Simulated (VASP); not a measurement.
Input of a VASP 6.6.1 run:

INCAR

```
SYSTEM = Ga
ALGO = Normal
EDIFF = 1E-8
ENCUT = 520
GGA = PE
ISIF = 2
ISMEAR = -1
LASPH = .True.
LCHARG = .False.
LEFG = .True.
LREAL = .False.
LWAVE = .False.
NBANDS = 20
NELM = 80
PREC = Accurate
SIGMA = 0.08
```

Contents of KPOINTS:

```
k-points
0
Gamma
  12 12 10
  0 0 0
```

Contents of POSCAR:

```
Ga
1.0
    1.4790000000     -4.1463000000      0.0000000000
    1.4790000000      4.1463000000      0.0000000000
    0.0000000000      0.0000000000      3.1700000000
Ga
2
Direct
    0.8670000000      0.1330000000      0.2500000000
    0.1330000000      0.8670000000      0.7500000000
```

Potentials or basis: VASP PAW PBE potentials, release 64 (Ga_d).

The run is started by

```bash
$ cat potpaw_PBE.64/Ga_d/POTCAR > POTCAR
$ mpirun -np 1 vasp_std > vasp.out
```

**Question.** Predict the band gap on the k mesh.

**Answer.** Zero (band 13 reaches 10.62 eV, above the bottom of band 14 at 1.27 eV).

**Question.** Estimate the pressure.

**Answer.** -0.1 GPa.

**Question.** Predict the largest force.

**Answer.** 0.182 eV/Å.

Electric field gradients, principal values (V/Å²):
```tsv
atom	least	middle	greatest (by size)
1 Ga	11.987	13.896	-25.883
2 Ga	11.987	13.896	-25.883
```

Caveat: the cell differs from its parent crystal (equal xx and yy strain of +2 %); without QUAD_EFG the Cq values of the log hold for a quadrupole moment of 1 mb, not for the nuclei.
